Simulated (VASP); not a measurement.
A run of VASP 6.6.1:

File INCAR:

```
SYSTEM = SnGe2
ALGO     = Normal         ! electronic algorithm
EDIFF    = 1E-6           ! SCF threshold, eV
ENCUT    = 520            ! plane-wave cutoff, eV
GGA      = PE             ! functional
ISIF     = 2              ! what is computed and relaxed
ISMEAR   = 0              ! smearing method
LASPH    = .TRUE.         ! aspherical terms in the spheres
LCHARG   = .TRUE.         ! write CHGCAR
LELF     = .TRUE.         ! ELF
LREAL    = .FALSE.        ! projectors in reciprocal space
LVHAR    = .TRUE.       
LWAVE    = .FALSE.        ! write WAVECAR
NBANDS   = 51             ! bands
NELM     = 100            ! most SCF steps
PREC     = Accurate       ! precision mode
SIGMA    = 0.1            ! smearing width, eV
```

Contents of KPOINTS:

```
k-points
0
G
  12 12 4
  0 0 0
```

File POSCAR:

```
SnGe2
1.0
    3.9697971869      0.0000000000      0.0000000000
   -1.9848985935      3.4379452118      0.0000000000
    0.0000000000      0.0000000000     10.4308292852
Sn Ge
2 4
Direct
    0.3333333333      0.6666666667      0.9952771844
    0.6666666667      0.3333333333      0.4952771844
    0.6666666667      0.3333333333      0.1923727456
    0.0000000000      0.0000000000      0.3123500701
    0.3333333333      0.6666666667      0.6923727456
    0.0000000000      0.0000000000      0.8123500701
```

Potentials or basis: VASP PAW PBE potentials, release 64 (Sn_d, Ge_d).

Command:

```console
$ cat potpaw_PBE.64/Sn_d/POTCAR potpaw_PBE.64/Ge_d/POTCAR > POTCAR
$ mpirun -np 1 vasp_std > vasp.out
```

Hardware: 1 thread of Intel(R) Xeon(R) Platinum 8488C (Sapphire Rapids), on a shared host.

**Question.** How long does it take, and how much memory?

**Answer.** Run time: 6.7 min on 1 thread of Intel(R) Xeon(R) Platinum 8488C (Sapphire Rapids), with other jobs on the host, peak memory 0.46 GiB. Counts: scf iterations 13, k points 57.
